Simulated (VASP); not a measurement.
The system is MgB2.

```
Mg B
1.0
     3.08500    0.00000    0.00000
    -1.54250    2.67169    0.00000
     0.00000    0.00000    3.52300
Mg B
1 2
Direct
  0.00000 0.00000 0.00000
  0.66667 0.33333 0.50000
  0.33333 0.66667 0.50000
```

| Property | Result |
| --- | --- |
| Program | VASP 6.6.1 |
| Task | relaxation of cell and atoms |
| Functional | PBE |
| Dispersion | D3(BJ) |
| Potentials or basis | VASP PAW PBE potentials, release 64 (Mg, B) |
| Cutoff | 600 eV |
| k mesh | 10 × 10 × 8 |
| Occupations | fermi-dirac, width 0.05 eV |
| Spin | no spin polarisation |

At the start: pressure -6.0 GPa; volume 9.68 Å³/atom.

**Question.** Where does the relaxation end?

**Answer.** Over 5 steps the energy falls by 7.8 meV/atom and the volume is 9.27 Å³/atom (-4.2 %); space group P6/mmm (No. 191, to 0.05 Å).

Step by step:
```
step  energy change (eV)  largest force (eV/Å)  pressure (GPa)  volume (Å³)
   1              0.0000                0.0000           -5.96        29.04
   2             -0.0196                0.0000            2.10        27.55
   3             -0.0218                0.0000            0.03        27.90
   4             -0.0232                0.0000            0.02        27.85
   5             -0.0234                0.0000            0.02        27.82
```

Final structure:
```cif
data_structure
_symmetry_space_group_name_H-M 'P 1'
_symmetry_Int_Tables_number 1
_cell_length_a 3.0526
_cell_length_b 3.0526
_cell_length_c 3.4480
_cell_angle_alpha 90.000
_cell_angle_beta 90.000
_cell_angle_gamma 120.000
_cell_volume 27.82
loop_
_atom_site_label
_atom_site_type_symbol
_atom_site_fract_x
_atom_site_fract_y
_atom_site_fract_z
_atom_site_occupancy
Mg1 Mg 0.00000 0.00000 0.00000 1
B1 B 0.66667 0.33333 0.50000 1
B2 B 0.33333 0.66667 0.50000 1
```

Caveat: pairwise dispersion overbinds metals, which lowers pressure and volume.
